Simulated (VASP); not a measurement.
# TeAs2 (I4_1/amd) in VASP: single point with PBE

Aim: the single point of TeAs2 with PBE.

Program: VASP 6.6.1. These are calculated values, not measurements. Logs are shortened: lines on timing, memory, paths and dates and some standing lists are left out, and cuts for length are marked.

## Step 1: The cell of the first run

The structure is tetragonal, space group I4_1/amd (No. 141). The conventional cell has a = 7.113 Å, b = 7.113 Å, c = 5.881 Å, α = 90.00°, β = 90.00°, γ = 90.00°. Within 3.7 Å of Te (site symmetry -4m2) lie 4 As at 2.83 Å. Within 3.7 Å of As (site symmetry 2/m) lie 2 Te at 2.83 Å and 6 As at 2.91 to 3.56 Å.

## Step 2: Single point, PBE

Input file INCAR:

```
SYSTEM = TeAs2
PREC = Accurate
ENCUT = 520
EDIFF = 1E-6
ISMEAR = 0
SIGMA = 0.1
LREAL = .FALSE.
LASPH = .TRUE.
NELM = 100
ALGO = Normal
ISIF = 2
LWAVE = .FALSE.
LCHARG = .FALSE.
GGA = PE
NBANDS = 25
```

Input file KPOINTS:

```
Automatic mesh
0
G
  4 4 4
  0 0 0
```

Input file POSCAR:

```
TeAs2
1.0
   -3.5564539400      3.5564539400      2.9405160000
    3.5564539400     -3.5564539400      2.9405160000
    3.5564539400      3.5564539400     -2.9405160000
Te As
2 4
Direct
    0.7500000000      0.2500000000      0.5000000000
    0.0000000000      0.0000000000      0.0000000000
    0.3750000000      0.6250000000      0.2500000000
    0.3750000000      0.1250000000      0.7500000000
    0.3750000000      0.6250000000      0.7500000000
    0.8750000000      0.6250000000      0.2500000000
```

Potentials or basis: VASP PAW PBE potentials, release 64 (Te, As).

Started as:

```console
$ cat potpaw_PBE.64/Te/POTCAR potpaw_PBE.64/As/POTCAR > POTCAR
$ mpirun -np 1 vasp_std > vasp.out
```

OUTCAR:

```text
SYSTEM = TeAs2
   PREC = Accurate
   ENCUT = 520
   EDIFF = 1E-6
   ISMEAR = 0
   LREAL = .FALSE.
   LASPH = .TRUE.
   NELM = 100
   ISIF = 2
   GGA = PE

 ion  position               nearest neighbor table
   1  0.750  0.250  0.500-   5 2.83   4 2.83   6 2.83   3 2.83
   2  0.000  0.000  0.000-   3 2.83   4 2.83   6 2.83   5 2.83
   3  0.375  0.625  0.250-   1 2.83   2 2.83   6 2.91   5 2.91   5 2.91   6 2.91
   4  0.375  0.125  0.750-   1 2.83   2 2.83   5 2.91   6 2.91   5 2.91   6 2.91
   5  0.375  0.625  0.750-   2 2.83   1 2.83   4 2.91   3 2.91   4 2.91   3 2.91
   6  0.875  0.625  0.250-   1 2.83   2 2.83   3 2.91   4 2.91   3 2.91   4 2.91

  LATTYP: Found a body centered tetragonal cell.
 ALAT       =     7.1129078800
 C/A-ratio  =     0.8268112141

  Lattice vectors:

 A1 = (  -3.5564539400,   3.5564539400,   2.9405160000)
 A2 = (   3.5564539400,  -3.5564539400,   2.9405160000)
 A3 = (   3.5564539400,   3.5564539400,  -2.9405160000)

Analysis of symmetry for initial positions (statically):
=====================================================================
 Subroutine PRICEL returns:
 Original cell was already a primitive cell.

 Routine SETGRP: Setting up the symmetry group for a
 body centered tetragonal supercell.

 Subroutine GETGRP returns: Found 16 space group operations
 (whereof  8 operations were pure point group operations)
 out of a pool of 16 trial point group operations.

The static configuration has the point symmetry D_2d.
 The point group associated with its full space group is D_4h.

Analysis of symmetry for dynamics (positions and initial velocities):
=====================================================================
 Subroutine PRICEL returns:
 Original cell was already a primitive cell.

 Routine SETGRP: Setting up the symmetry group for a
 body centered tetragonal supercell.

 Subroutine GETGRP returns: Found 16 space group operations
 (whereof  8 operations were pure point group operations)
 out of a pool of 16 trial point group operations.

The dynamic configuration has the point symmetry D_2d.
 The point group associated with its full space group is D_4h.

 Subroutine INISYM returns: Found 16 space group operations
 (whereof  8 operations are pure point group operations),
 and found     1 'primitive' translations

[... 91 lines left out ...]
   LREAL  =      F    real-space projection
   EDIFFG = 0.1E-04   stopping-criterion for IOM
   NSW    =      0    number of steps for IOM
   IBRION =     -1    ionic relax: 0-MD 1-quasi-New 2-CG
   NFREE  =      0    steps in history (QN), initial steepest desc. (CG)
   ISIF   =      2    stress and relaxation
   ISYM   =      2    0-nonsym 1-usesym 2-fastsym
   POTIM  = 0.5000    time-step for ionic-motion
   TEBEG  =    0.0;   TEEND  =   0.0 temperature during run
   PSTRESS=    0.0 pullay stress
   NELECT =      32.0000    total number of electrons
   NUPDOWN=      -1.0000    fix difference up-down
   EMIN   =  10.00;   EMAX   =-10.00  energy-range for DOS
   EFERMI =   0.00;   METHOD = LEGACY
   ISMEAR =     0;   SIGMA  =   0.10  broadening in eV -4-tet -1-fermi 0-gaus
   EFERMI_NEDOS =   21; number of points for ismear=-14 and -15
   IALGO  =     38    algorithm
   IMIX   =      4    mixing-type and parameters
     AMIX     =   0.40;   BMIX     =  1.00
     AMIX_MAG =   1.60;   BMIX_MAG =  1.00
  volume/ion in A,a.u.               =      24.80       167.33
  Fermi-wavevector in a.u.,A,eV,Ry     =   0.980887  1.853607 13.090692  0.962139
  Thomas-Fermi vector in A             =   2.111851
   LORBIT       =      0    0 simple, 1 ext, 2 COOP (PROOUT), +10 PAW based schemes
   GGA     = PE    functional components
   LHFCALC =     F    Hartree Fock is set to
   AEXX    =    0.0000 exact exchange contribution
   IVDW    =     0    specifies the selected vdW correction
   LEPSILON=     F    determine dielectric tensor
   LRPA    =     F    only Hartree local field effects (RPA)
 non-spin polarized calculation
 Gauss-broadening in eV      SIGMA  =   0.10
  energy-cutoff  :      520.00
  volume of cell :      148.77
 maximum number of plane-waves:      4035
 NGX is ok and might be reduce to    48
   NGX = 21   NGY = 21   NGZ = 21

 number of electron      31.9999998 magnetization

 Free energy of the ion-electron system (eV)
  ---------------------------------------------------
  ext. energy  EPLUGINS =         0.00000000
  ---------------------------------------------------
  free energy    TOTEN  =       -23.63521113 eV

  energy without entropy =      -23.60830772  energy(sigma->0) =      -23.62175942

 E-fermi :   5.6112     XC(G=0):  -9.8536

 val. band max:        5.5557642387   @ k =   0.5000   0.5000   0.2500
 cond. band min:       5.6470936933   @ k =  -0.2500   0.5000   0.2500
 fundamental gap:      0.0913294546
 Fermi energy:         5.6111619858

 k-point     1 :       0.0000    0.0000    0.0000
  band No.  band energies     occupation
      1      -8.3336      2.00000
      2      -5.2976      2.00000
      3      -4.4806      2.00000
      4      -4.4806      2.00000
      5      -3.7645      2.00000
      6      -3.1888      2.00000
[... 353 lines left out ...]
     24       9.1359      0.00000
     25      11.9275      0.00000

------------------------ aborting loop because EDIFF is reached ----------------------------------------

  FORCE on cell =-STRESS in cart. coord.  units (eV):
  Direction    XX          YY          ZZ          XY          YZ          ZX
  --------------------------------------------------------------------------------------
  -------------------------------------------------------------------------------------
  Total       -1.0126080     -1.0126080     -1.8650002      0.0000000      0.0000000      0.0000000
  in kB      -10.9052099    -10.9052099    -20.0849868      0.0000000      0.0000000      0.0000000
  external PRESSURE =     -13.9651355 kB  Pullay stress =       0.0000000 kB

 VOLUME and BASIS-vectors are now :
 -----------------------------------------------------------------------------
  energy-cutoff  :      520.00
  volume of cell :      148.77
      direct lattice vectors                 reciprocal lattice vectors
    -3.556453940  3.556453940  2.940516000     0.000000000  0.140589477  0.170038184
     3.556453940 -3.556453940  2.940516000     0.140589477  0.000000000  0.170038184
     3.556453940  3.556453940 -2.940516000     0.140589477  0.140589477  0.000000000

 POSITION                                       TOTAL-FORCE (eV/Angst)
 -----------------------------------------------------------------------------------
      0.00000      3.55645      1.47026         0.000000     -0.000000     -0.000000
      0.00000      0.00000      0.00000        -0.000000     -0.000000      0.000000
      1.77823     -0.00000      2.20539        -0.000000      0.000000     -0.000000
      1.77823      3.55645     -0.73513        -0.000000      0.000000     -0.000000
      3.55645      1.77823      0.73513        -0.000000      0.000000     -0.000000
      0.00000      1.77823      3.67564        -0.000000      0.000000     -0.000000
 -----------------------------------------------------------------------------------
    total drift:                                0.000000     -0.000000      0.000000

  FREE ENERGIE OF THE ION-ELECTRON SYSTEM (eV)
  ---------------------------------------------------
  free  energy   TOTEN  =       -23.6352111259 eV

  energy  without entropy=      -23.6083077200  energy(sigma->0) =      -23.62175942
```

OSZICAR:

```text
N       E                     dE             d eps       ncg     rms          rms(c)
DAV:   1     0.120763052303E+03    0.12076E+03   -0.11982E+04   650   0.105E+03
DAV:   2    -0.142847750102E+02   -0.13505E+03   -0.12652E+03   798   0.160E+02
DAV:   3    -0.235321063762E+02   -0.92473E+01   -0.89853E+01   839   0.425E+01
DAV:   4    -0.236835393551E+02   -0.15143E+00   -0.15041E+00   746   0.594E+00
DAV:   5    -0.236858530658E+02   -0.23137E-02   -0.23126E-02   841   0.847E-01    0.922E+00
DAV:   6    -0.236338111953E+02    0.52042E-01   -0.73602E-02   743   0.158E+00    0.541E+00
DAV:   7    -0.236351952846E+02   -0.13841E-02   -0.46541E-02   786   0.970E-01    0.144E+00
DAV:   8    -0.236352344556E+02   -0.39171E-04   -0.34192E-03   758   0.324E-01    0.412E-01
DAV:   9    -0.236352211323E+02    0.13323E-04   -0.53183E-04   754   0.124E-01    0.116E-01
DAV:  10    -0.236352098723E+02    0.11260E-04   -0.39319E-05   791   0.356E-02    0.336E-02
DAV:  11    -0.236352113026E+02   -0.14302E-05   -0.28084E-05   736   0.250E-02    0.276E-02
DAV:  12    -0.236352111259E+02    0.17669E-06   -0.54704E-06   683   0.120E-02
   1 F= -.23635211E+02 E0= -.23621759E+02  d E =-.269034E-01
```

Wall time 47 s (1 thread of AMD EPYC 7R43 (Zen 3), shared host); peak memory 0.29 GiB.

Results:

```
Free energy            : -23.6352 eV
Pressure               : -1.4 GPa
Band gap on the k mesh : zero (band 16 reaches 5.94 eV, above the bottom of band 17 at 5.45 eV)
```

Stress tensor (GPa, compression positive):
```
-1.09  0.00  0.00
 0.00 -1.09  0.00
 0.00  0.00 -2.01
```

Levels at points of the mesh, in eV from the Fermi level:
```tsv
k point	band 13	band 14	band 15	band 16	band 17	band 18	band 19	band 20
(0.00, 0.00, 0.00)	-2.75	-2.03	-2.03	-0.66	1.75	3.08	3.08	3.97
(0.50, 0.00, 0.00)	-1.53	-0.79	-0.24	-0.22	-0.06	0.20	1.44	1.68
(0.50, 0.50, 0.00)	-1.01	-1.01	-0.94	-0.94	-0.16	-0.16	2.05	2.05
(0.50, 0.50, 0.50)	-0.63	-0.63	0.19	0.19	0.26	0.26	0.80	0.80
```

Caveat: spin-orbit coupling is left out, which moves the levels of the heavy elements.
